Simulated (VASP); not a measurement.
Crystal: CsK3.

```xyz
4
Lattice="0.0000 5.5450 5.5450 5.5450 0.0000 5.5450 5.5450 5.5450 0.0000" Properties=species:S:1:pos:R:3 pbc="T T T"
Cs    0.0000    0.0000    0.0000
K     5.5450    5.5450    5.5450
K     2.7725    2.7725    2.7725
K     8.3175    8.3175    8.3175
```

```yaml
Program: VASP 6.6.1
Task: relaxation of cell and atoms
Functional: PBEsol
Potentials_or_basis: VASP PAW PBE potentials, release 64 (Cs_sv, K_sv)
Cutoff: 500 eV
k_mesh: 3 × 3 × 3
Occupations: gaussian, width 0.1 eV
Spin: no spin polarisation
```

At the start: pressure -0.2 GPa; volume 85.25 Å³/atom.

**Question.** Where does the relaxation end?

**Answer.** Over 3 steps the energy falls by 3.5 meV/atom and the volume is 80.34 Å³/atom (-5.8 %); space group Fm-3m (No. 225, to 0.1 Å) before and after.

The path:
| step | energy change (eV) | largest force (eV/Å) | pressure (GPa) | volume (Å³) |
| --- | --- | --- | --- | --- |
| 1 | 0.0000 | 0.0000 | -0.19 | 340.98 |
| 2 | -0.0056 | 0.0000 | -0.16 | 335.91 |
| 3 | -0.0141 | 0.0000 | -0.03 | 321.36 |

Final structure:
```
Cs K
1.0
     0.00000    5.43652    5.43652
     5.43652    0.00000    5.43652
     5.43652    5.43652    0.00000
Cs K
1 3
Direct
  0.00000 0.00000 0.00000
  0.50000 0.50000 0.50000
  0.25000 0.25000 0.25000
  0.75000 0.75000 0.75000
```

Caveat: the PAW data sets were made with another functional, which shifts forces and pressure a little.
